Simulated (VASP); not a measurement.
# In3Sb (Pm-3m) in VASP: a series of runs

Runs on In3Sb. Level: LDA. Tasks: single point, relaxation of cell and atoms.

Program: VASP 6.6.1. These are calculated values, not measurements. Logs are shortened: lines on timing, memory, paths and dates and some standing lists are left out, and cuts for length are marked.

## Step 1: The cell of the first run

It takes space group Pm-3m (No. 221, cubic). Conventional cell: a = 4.319 Å, b = 4.319 Å, c = 4.319 Å, α = 90.00°, β = 90.00°, γ = 90.00°. Sb (site symmetry m-3m) has 12 In at 3.05 Å within 4.0 Å. In (site symmetry 4/mmm) has 4 Sb at 3.05 Å and 8 In at 3.05 Å within 4.0 Å.

## Step 2: Single point, LDA

File INCAR:

```
ALGO = Normal ; EDIFF = 1E-7
ENCUT = 520 ; GGA = CA
ISIF = 2 ; ISMEAR = 0
LASPH = True ; LCHARG = True
LELF = True ; LREAL = False
LVHAR = True ; LWAVE = False
NBANDS = 30 ; NELM = 60
PREC = Accurate ; SIGMA = 0.02
```

File KPOINTS:

```
k-points
0
Gamma
  4 4 4
```

File POSCAR:

```
In3Sb
1.0
    4.3193964628      0.0000000000      0.0000000000
    0.0000000000      4.3193964628      0.0000000000
    0.0000000000      0.0000000000      4.3193964628
Sb In
1 3
Direct
    0.0000000000      0.0000000000      0.0000000000
    0.0000000000      0.5000000000      0.5000000000
    0.5000000000      0.0000000000      0.5000000000
    0.5000000000      0.5000000000      0.0000000000
```

Potentials or basis: VASP PAW LDA potentials, release 64 (Sb, In_d).

Command:

```
$ cat potpaw_LDA.64/Sb/POTCAR potpaw_LDA.64/In_d/POTCAR > POTCAR
$ mpirun -np 1 vasp_std > vasp.out
```

OUTCAR:

```text
EDIFF = 1E-7
   ENCUT = 520
   GGA = CA
   ISIF = 2
   ISMEAR = 0
   LASPH = True
   LREAL = False
   NELM = 60
   PREC = Accurate

 ion  position               nearest neighbor table
   1  0.000  0.000  0.000-   2 3.05   3 3.05   4 3.05   2 3.05   3 3.05   2 3.05   4 3.05   2 3.05
                             3 3.05   4 3.05   3 3.05   4 3.05
   2  0.000  0.500  0.500-   1 3.05   3 3.05   4 3.05   1 3.05   4 3.05   1 3.05   3 3.05   1 3.05
                             3 3.05   4 3.05   4 3.05   3 3.05
   3  0.500  0.000  0.500-   1 3.05   2 3.05   4 3.05   1 3.05   4 3.05   2 3.05   4 3.05   4 3.05
                             1 3.05   2 3.05   1 3.05   2 3.05
   4  0.500  0.500  0.000-   1 3.05   2 3.05   3 3.05   2 3.05   3 3.05   1 3.05   3 3.05   3 3.05
                             1 3.05   2 3.05   2 3.05   1 3.05

  LATTYP: Found a simple cubic cell.
 ALAT       =     4.3193964628

  Lattice vectors:

 A1 = (   4.3193964628,   0.0000000000,   0.0000000000)
 A2 = (   0.0000000000,   4.3193964628,   0.0000000000)
 A3 = (   0.0000000000,   0.0000000000,   4.3193964628)

Analysis of symmetry for initial positions (statically):
=====================================================================
 Subroutine PRICEL returns:
 Original cell was already a primitive cell.

 Routine SETGRP: Setting up the symmetry group for a
 simple cubic supercell.

 Subroutine GETGRP returns: Found 48 space group operations
 (whereof 48 operations were pure point group operations)
 out of a pool of 48 trial point group operations.

The static configuration has the point symmetry O_h .

Analysis of symmetry for dynamics (positions and initial velocities):
=====================================================================
 Subroutine PRICEL returns:
 Original cell was already a primitive cell.

 Routine SETGRP: Setting up the symmetry group for a
 simple cubic supercell.

 Subroutine GETGRP returns: Found 48 space group operations
 (whereof 48 operations were pure point group operations)
 out of a pool of 48 trial point group operations.

The dynamic configuration has the point symmetry O_h .

 Subroutine INISYM returns: Found 48 space group operations
 (whereof 48 operations are pure point group operations),
 and found     1 'primitive' translations

----------------------------------------------------------------------------------------
[... 80 lines left out ...]
   ENCUT  =  520.0 eV  38.22 Ry    6.18 a.u.   8.03  8.03  8.03*2*pi/ulx,y,z
   NELM   =     60;   NELMIN=  2; NELMDL= -5     # of ELM steps
   EDIFF  = 0.1E-06   stopping-criterion for ELM
   LREAL  =      F    real-space projection
   EDIFFG = 0.1E-05   stopping-criterion for IOM
   NSW    =      0    number of steps for IOM
   IBRION =     -1    ionic relax: 0-MD 1-quasi-New 2-CG
   NFREE  =      0    steps in history (QN), initial steepest desc. (CG)
   ISIF   =      2    stress and relaxation
   ISYM   =      2    0-nonsym 1-usesym 2-fastsym
   POTIM  = 0.5000    time-step for ionic-motion
   TEBEG  =    0.0;   TEEND  =   0.0 temperature during run
   PSTRESS=    0.0 pullay stress
   NELECT =      44.0000    total number of electrons
   NUPDOWN=      -1.0000    fix difference up-down
   EMIN   =  10.00;   EMAX   =-10.00  energy-range for DOS
   EFERMI =   0.00;   METHOD = LEGACY
   ISMEAR =     0;   SIGMA  =   0.02  broadening in eV -4-tet -1-fermi 0-gaus
   EFERMI_NEDOS =   21; number of points for ismear=-14 and -15
   IALGO  =     38    algorithm
   IMIX   =      4    mixing-type and parameters
     AMIX     =   0.40;   BMIX     =  1.00
     AMIX_MAG =   1.60;   BMIX_MAG =  1.00
  volume/ion in A,a.u.               =      20.15       135.96
  Fermi-wavevector in a.u.,A,eV,Ry     =   1.338041  2.528530 24.359230  1.790353
  Thomas-Fermi vector in A             =   2.466542
   LORBIT       =      0    0 simple, 1 ext, 2 COOP (PROOUT), +10 PAW based schemes
   GGA     = CA    functional components
   LHFCALC =     F    Hartree Fock is set to
   AEXX    =    0.0000 exact exchange contribution
   IVDW    =     0    specifies the selected vdW correction
   LEPSILON=     F    determine dielectric tensor
   LRPA    =     F    only Hartree local field effects (RPA)
 non-spin polarized calculation
 Gauss-broadening in eV      SIGMA  =   0.02
  energy-cutoff  :      520.00
  volume of cell :       80.59
 maximum number of plane-waves:      2192
   NGX = 17   NGY = 17   NGZ = 17

 number of electron      43.9999975 magnetization

 Free energy of the ion-electron system (eV)
  ---------------------------------------------------
  ext. energy  EPLUGINS =         0.00000000
  ---------------------------------------------------
  free energy    TOTEN  =       -13.37053964 eV

  energy without entropy =      -13.36972649  energy(sigma->0) =      -13.37013306

 E-fermi :  11.1656     XC(G=0): -11.7942

 val. band max:       11.1460410729   @ k =   0.5000   0.2500   0.0000
 cond. band min:      11.2256894004   @ k =   0.5000   0.0000   0.0000
 fundamental gap:      0.0796483275
 Fermi energy:        11.1655993158

 k-point     1 :       0.0000    0.0000    0.0000
  band No.  band energies     occupation
      1      -4.2262      2.00000
      2      -4.1260      2.00000
      3      -4.1260      2.00000
      4      -4.1260      2.00000
      5      -3.8760      2.00000
      6      -3.8760      2.00000
[... 319 lines left out ...]
     29      21.0583      0.00000
     30      21.3534      0.00000

------------------------ aborting loop because EDIFF is reached ----------------------------------------

  FORCE on cell =-STRESS in cart. coord.  units (eV):
  Direction    XX          YY          ZZ          XY          YZ          ZX
  --------------------------------------------------------------------------------------
  -------------------------------------------------------------------------------------
  Total       10.2505682     10.2505682     10.2505682      0.0000000      0.0000000      0.0000000
  in kB      203.7930250    203.7930250    203.7930250      0.0000000      0.0000000      0.0000000
  external PRESSURE =     203.7930250 kB  Pullay stress =       0.0000000 kB

 VOLUME and BASIS-vectors are now :
 -----------------------------------------------------------------------------
  energy-cutoff  :      520.00
  volume of cell :       80.59
      direct lattice vectors                 reciprocal lattice vectors
     4.319396463  0.000000000  0.000000000     0.231513826  0.000000000  0.000000000
     0.000000000  4.319396463  0.000000000     0.000000000  0.231513826  0.000000000
     0.000000000  0.000000000  4.319396463     0.000000000  0.000000000  0.231513826

 POSITION                                       TOTAL-FORCE (eV/Angst)
 -----------------------------------------------------------------------------------
      0.00000      0.00000      0.00000         0.000000      0.000000      0.000000
      0.00000      2.15970      2.15970         0.000000      0.000000      0.000000
      2.15970      0.00000      2.15970         0.000000      0.000000      0.000000
      2.15970      2.15970      0.00000         0.000000      0.000000      0.000000
 -----------------------------------------------------------------------------------
    total drift:                                0.000000     -0.000000     -0.000000

  FREE ENERGIE OF THE ION-ELECTRON SYSTEM (eV)
  ---------------------------------------------------
  free  energy   TOTEN  =       -13.3705396384 eV

  energy  without entropy=      -13.3697264912  energy(sigma->0) =      -13.37013306
```

stdout:

```text
POSCAR found type information on POSCAR SbIn
 POSCAR found :  2 types and       4 ions
 scaLAPACK will be used
 LDA part: xc-table for (Slater(with rela. corr.)+CA(PZ))
 , standard interpolation
 POSCAR, INCAR and KPOINTS ok, starting setup
 FFT: planning ... GRIDC
 FFT: planning ... GRID_SOFT
 FFT: planning ... GRID
 WAVECAR not read
 entering main loop
```

It took 8 s on 1 thread of Intel Xeon Platinum 8481C at 2.70GHz (Sapphire Rapids), shared host; peak memory 0.16 GiB.

Results:

* Free energy: -13.3705 eV
* Pressure: 20.4 GPa
* Band gap on the k mesh: zero (band 22 reaches 12.13 eV, above the bottom of band 23 at 6.44 eV)

Caveat: the k points lie up to 0.36 Å⁻¹ apart; spin-orbit coupling is left out, which moves the levels of the heavy elements.

## Step 3: Single point, LDA

This run uses another cell than the first one, of 24.78 Å³/atom, 1.230 times its volume.

File INCAR:

```
ALGO = Normal
EDIFF = 1E-6
ENCUT = 520
ISIF = 2
ISMEAR = 0
LASPH = True
LCHARG = False
LREAL = False
LWAVE = False
NBANDS = 30
NELM = 60
PREC = Accurate
SIGMA = 0.02
```

KPOINTS is that of step 2.

File POSCAR:

```
In3Sb
1.0
    4.6281925122      0.0000000000      0.0000000000
    0.0000000000      4.6281925122      0.0000000000
    0.0000000000      0.0000000000      4.6281925122
Sb In
1 3
Direct
    0.0000000000      0.0000000000      0.0000000000
    0.0000000000      0.5000000000      0.5000000000
    0.5000000000      0.0000000000      0.5000000000
    0.5000000000      0.5000000000      0.0000000000
```

Potentials or basis: VASP PAW LDA potentials, release 64 (Sb, In_d).

Command:

```
$ cat potpaw_LDA.64/Sb/POTCAR potpaw_LDA.64/In_d/POTCAR > POTCAR
$ mpirun -np 1 vasp_std > vasp.out
```

It took 10 s on 1 thread of Intel Xeon Platinum 8481C at 2.70GHz (Sapphire Rapids), shared host; peak memory 0.18 GiB.

It converged, with:

```yaml
Free_energy: -14.3423 eV
Pressure: 0.1 GPa
Band_gap_on_the_k_mesh: zero (band 22 reaches 8.70 eV, above the bottom of band 23 at 4.59 eV)
```

Levels at points of the mesh, in eV from the Fermi level:
| k point | band 18 | band 19 | band 20 | band 21 | band 22 | band 23 | band 24 | band 25 | band 26 | band 27 |
| --- | --- | --- | --- | --- | --- | --- | --- | --- | --- | --- |
| (0.00, 0.00, 0.00) | -3.49 | -3.49 | -3.49 | -2.41 | -2.41 | 2.26 | 2.26 | 2.26 | 3.85 | 3.85 |
| (0.50, 0.00, 0.00) | -4.00 | -1.98 | -1.98 | -1.70 | -0.55 | -0.55 | -0.01 | 0.78 | 4.73 | 4.73 |
| (0.50, 0.50, 0.00) | -6.65 | -6.35 | -0.86 | -0.29 | 0.34 | 0.34 | 1.36 | 1.36 | 1.44 | 1.77 |
| (0.50, 0.50, 0.50) | -4.76 | -4.76 | -4.74 | -4.74 | -4.74 | -3.77 | 5.72 | 5.72 | 5.72 | 8.38 |

Caveat: spin-orbit coupling is left out, which moves the levels of the heavy elements.

[end of part 1 of 2]
